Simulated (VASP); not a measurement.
**ZnSe: relaxation of cell and atoms with PBEsol**

Crystal: ZnSe.

```
Se Zn
1.0
     0.00000    2.83380    2.83380
     2.83380    0.00000    2.83380
     2.83380    2.83380    0.00000
Se Zn
1 1
Cartesian
  4.2507 4.2507 4.2507
  0.0000 0.0000 0.0000
```

```
Program                : VASP 6.6.1
Task                   : relaxation of cell and atoms
Functional             : PBEsol
Potentials or basis    : VASP PAW PBE potentials, release 64 (Se, Zn)
Cutoff                 : 600 eV
k mesh                 : 8 × 8 × 8
Occupations            : fermi-dirac, width 0.05 eV
Spin                   : no spin polarisation
Target pressure        : 2 GPa
Dipole correction      : no
Further INCAR settings : ALGO = Normal; EDIFF = 1e-06; IBRION = 2; EDIFFG = -0.005; NSW = 80; ISIF = 3
```

- Relaxed volume: 21.79 Å³/atom
- Relaxed cell: a = 3.950 Å, b = 3.950 Å, c = 3.950 Å, α = 60.00°, β = 60.00°, γ = 60.00°
- Space group after relaxing (to 0.1 Å): F-43m (No. 216)
- Energy change on relaxing (the run minimises the enthalpy): +3.0 meV/atom
- Ionic steps: 3
- Pressure after relaxing: 2.0 GPa
- Band gap on the k mesh: 1.35 eV

Step by step:
```csv
step,energy change (eV),largest force (eV/Å),pressure (GPa),volume (Å³)
1,0.0000,0.0000,-0.91,45.51
2,0.0181,0.0000,3.27,42.85
3,0.0059,0.0000,2.01,43.58
```

Final structure:
```cif
data_structure
_symmetry_space_group_name_H-M 'P 1'
_symmetry_Int_Tables_number 1
_cell_length_a 3.9501
_cell_length_b 3.9501
_cell_length_c 3.9501
_cell_angle_alpha 60.000
_cell_angle_beta 60.000
_cell_angle_gamma 60.000
_cell_volume 43.58
loop_
_atom_site_label
_atom_site_type_symbol
_atom_site_fract_x
_atom_site_fract_y
_atom_site_fract_z
_atom_site_occupancy
Se1 Se 0.75000 0.75000 0.75000 1
Zn1 Zn 0.00000 0.00000 0.00000 1
```

Levels at points of the mesh, in eV from the valence-band top:
| k point | band 5 | band 6 | band 7 | band 8 | band 9 | band 10 | band 11 | band 12 | band 13 |
| --- | --- | --- | --- | --- | --- | --- | --- | --- | --- |
| (0.00, 0.00, 0.00) | -6.31 | -6.31 | 0.00 | 0.00 | 0.00 | 1.35 | 5.71 | 5.71 | 5.71 |
| (0.50, 0.00, 0.00) | -6.29 | -6.14 | -5.57 | -0.94 | -0.94 | 2.52 | 6.29 | 6.29 | 8.51 |
| (0.50, 0.50, 0.00) | -6.26 | -6.12 | -4.98 | -2.37 | -2.37 | 2.73 | 3.36 | 10.93 | 11.47 |

It took 70 s on 1 thread of AMD EPYC 7R13, with other jobs on the host, peak memory 0.17 GiB.

Caveat: the cell is relaxed towards a set pressure, so the run minimises the enthalpy, not the energy; the PAW data sets were made with another functional, which shifts forces and pressure a little. PBEsol gaps usually lie below the measured ones, often by a third to a half.
